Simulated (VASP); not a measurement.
# AlN: single point with PBE

Crystal: AlN.

```
Al N
1.0
     0.00000    2.06792    2.06792
     2.06792    0.00000    2.06792
     2.06792    2.06792    0.00000
Al N
1 1
Direct
  0.50000 0.50000 0.50000
  0.00000 0.00000 0.00000
```

This cell differs from its parent crystal: strained.

```json
{"Program": "VASP 6.6.1", "Task": "single point", "Functional": "PBE", "Potentials or basis": "VASP PAW PBE potentials, release 64 (Al, N)", "Cutoff": "520 eV", "k mesh": "10 × 10 × 10", "Occupations": "gaussian, width 0.02 eV", "Spin": "no spin polarisation"}
```

```yaml
Pressure: -11.1 GPa
Band_gap_on_the_k_mesh: 3.97 eV, indirect (least direct gap 4.73 eV)
```

Levels at points of the mesh, in eV from the valence-band top:
| k point | band 2 | band 3 | band 4 | band 5 | band 6 | band 7 |
| --- | --- | --- | --- | --- | --- | --- |
| (0.00, 0.00, 0.00) | 0.00 | 0.00 | 0.00 | 4.73 | 11.95 | 11.95 |
| (0.50, 0.00, 0.00) | -7.88 | -0.96 | -0.96 | 5.71 | 10.46 | 10.46 |
| (0.50, 0.50, 0.00) | -6.93 | -2.63 | -2.63 | 3.97 | 5.41 | 13.24 |

Run time: 26 s on 1 thread of AMD EPYC 7R13, on a shared host, peak memory 0.1 GiB.

Caveat: the cell differs from its parent crystal (strained). A k mesh can miss the band edges.
